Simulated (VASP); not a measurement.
## Li2H: relaxation of cell and atoms with PBE

The system is Li2H.

```
CELL_PARAMETERS angstrom
1.39935 -1.99697 0.00000
1.39935 1.99697 0.00000
0.00000 0.00000 5.82485
ATOMIC_POSITIONS crystal
Li 0.00000 0.00000 0.68169
Li 0.00000 0.00000 0.31831
H 0.50000 0.50000 0.00000
```

```json
{
  "Program": "VASP 6.6.1",
  "Task": "relaxation of cell and atoms",
  "Functional": "PBE",
  "Potentials or basis": "VASP PAW PBE potentials, release 64 (Li_sv, H_h)",
  "Cutoff": "910 eV",
  "k mesh": "8 × 8 × 4",
  "Occupations": "gaussian, width 0.1 eV",
  "Spin": "no spin polarisation",
  "Dipole correction": "no",
  "Second run": "hard_potentials",
  "Further INCAR settings": "ALGO = Normal; EDIFF = 1e-07; IBRION = 2; EDIFFG = -0.04; NSW = 90; ISIF = 3"
}
```

```json
{
 "Relaxed volume": "13.06 Å³/atom",
 "Relaxed cell": "a = 3.034 Å, b = 3.034 Å, c = 5.305 Å, α = 90.00°, β = 90.00°, γ = 126.60°",
 "Space group after relaxing (to 0.05 Å)": "Cmmm (No. 65)",
 "Energy gained by relaxing": "516.2 meV/atom",
 "Ionic steps": "18",
 "Pressure after relaxing": "0.0 GPa"
}
```

Stress tensor (GPa, compression positive):
```
-0.18  0.00  0.00
 0.00  0.05  0.00
 0.00  0.00  0.02
```

The path:
| step | energy change (eV) | largest force (eV/Å) | pressure (GPa) | volume (Å³) |
| --- | --- | --- | --- | --- |
| 1 | 0.0000 | 2.0033 | 4.08 | 32.55 |
| 2 | -0.5814 | 1.8328 | 1.70 | 33.81 |
| 3 | -1.3801 | 0.2884 | -1.02 | 37.03 |
| 4 | -1.3849 | 0.4941 | -1.02 | 36.78 |
| 5 | -1.3854 | 0.4377 | -1.03 | 36.85 |
| 6 | -1.4575 | 0.1000 | -0.56 | 36.43 |
| 7 | -1.4786 | 0.1762 | 0.10 | 36.01 |
| 8 | -1.4922 | 0.0810 | 0.15 | 36.05 |
| 9 | -1.5021 | 0.0852 | 0.26 | 36.08 |
| 10 | -1.5105 | 0.1017 | 0.33 | 36.18 |
| 11 | -1.5202 | 0.1422 | 0.55 | 36.37 |
| 12 | -1.5219 | 0.1762 | 0.64 | 36.44 |
| 13 | -1.5227 | 0.2396 | 0.83 | 36.54 |
| 14 | -1.5385 | 0.1514 | 0.72 | 37.14 |
| 15 | -1.5434 | 0.0245 | 0.68 | 37.83 |
| 16 | -1.5438 | 0.0512 | 0.68 | 37.69 |
| 17 | -1.5471 | 0.0277 | 0.36 | 38.34 |
| 18 | -1.5486 | 0.0004 | -0.04 | 39.19 |

Final structure:
```
Li H
1.0
     1.36304   -2.71009    0.00000
     1.36304    2.71009    0.00000
     0.00000    0.00000    5.30464
Li H
2 1
Direct
  0.00000 0.00000 0.76155
  0.00000 0.00000 0.23845
  0.50000 0.50000 0.00000
```

Levels at points of the mesh, in eV from the Fermi level:
| k point | band 1 | band 2 | band 3 | band 4 | band 5 | band 6 | band 7 |
| --- | --- | --- | --- | --- | --- | --- | --- |
| (0.00, 0.00, 0.00) | -46.48 | -46.45 | -6.14 | -1.76 | 2.14 | 10.49 | 12.54 |
| (0.50, 0.00, 0.00) | -46.45 | -46.42 | -3.55 | 2.99 | 3.71 | 3.85 | 4.26 |
| (0.50, 0.50, 0.00) | -46.47 | -46.44 | -3.44 | -0.79 | 2.80 | 3.64 | 5.65 |
| (0.00, 0.00, 0.50) | -46.47 | -46.46 | -6.02 | -2.50 | 5.11 | 6.39 | 11.82 |
| (0.50, 0.00, 0.50) | -46.44 | -46.43 | -3.38 | 1.42 | 3.26 | 3.94 | 7.24 |
| (0.50, 0.50, 0.50) | -46.46 | -46.45 | -3.42 | 0.24 | 0.82 | 2.61 | 10.37 |

Wall time 2.7 min on 1 thread of Intel(R) Xeon(R) Platinum 8375C CPU @ 2.90GHz (Ice Lake) (shared host), peak memory 0.18 GiB.

Caveat: the volume moved by over 15 % at a fixed basis, so the end points are rough.
